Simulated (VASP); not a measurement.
Set up this calculation in VASP 6.6.1, as the native input.

| Property | Result |
| --- | --- |
| Task | single point |
| Functional | PBE |
| Potentials or basis | VASP PAW PBE potentials, release 64 (Ti_sv) |
| Cutoff | 520 eV |
| k mesh | 18 × 18 × 10 |
| Occupations | gaussian, width 0.15 eV |
| Spin | no spin polarisation |
| Dipole correction | no |
| Further INCAR settings | ALGO = Fast; EDIFF = 1e-06; NBANDS = 19 |

The structure of Ti lies in POSCAR:

```
Ti
1.0
    2.9499978604      0.0553124599      0.0000000000
   -1.4270969348      2.5271168583      0.0000000000
    0.0000000000      0.0000000000      4.6860000000
Ti
2
Direct
    0.3333333333      0.6666666667      0.2500000000
    0.6666666667      0.3333333333      0.7500000000
```

This cell differs from its parent crystal: strain +0.0375 x Voigt [0, 0, 0, 0, 0, 1].

The input as run:

INCAR

```
SYSTEM = Ti
PREC = Accurate ; ENCUT = 520
EDIFF = 1E-6 ; ISMEAR = 0
SIGMA = 0.15 ; LREAL = .FALSE.
LASPH = .TRUE. ; NELM = 80
ALGO = Fast ; ISIF = 2
LWAVE = .FALSE. ; LCHARG = .FALSE.
GGA = PE ; NBANDS = 19
```

KPOINTS

```
Automatic mesh
0
G
  18 18 10
  0 0 0
```

Potentials or basis: VASP PAW PBE potentials, release 64 (Ti_sv).

Command:

```sh
$ cat potpaw_PBE.64/Ti_sv/POTCAR > POTCAR
$ mpirun -np 1 vasp_std > vasp.out
```

It gave:

```yaml
Pressure: -2.2 GPa
Largest_force: 0.100 eV/Å
Band_gap_on_the_k_mesh: zero (bands 12 and 13 overlap by 1.04 eV)
```

Caveat: the cell differs from its parent crystal (strain +0.0375 x Voigt [0, 0, 0, 0, 0, 1]).

It took 32 min on 1 thread of Oxide Virtual Turin-like Processor, on a shared host, peak memory 0.57 GiB.
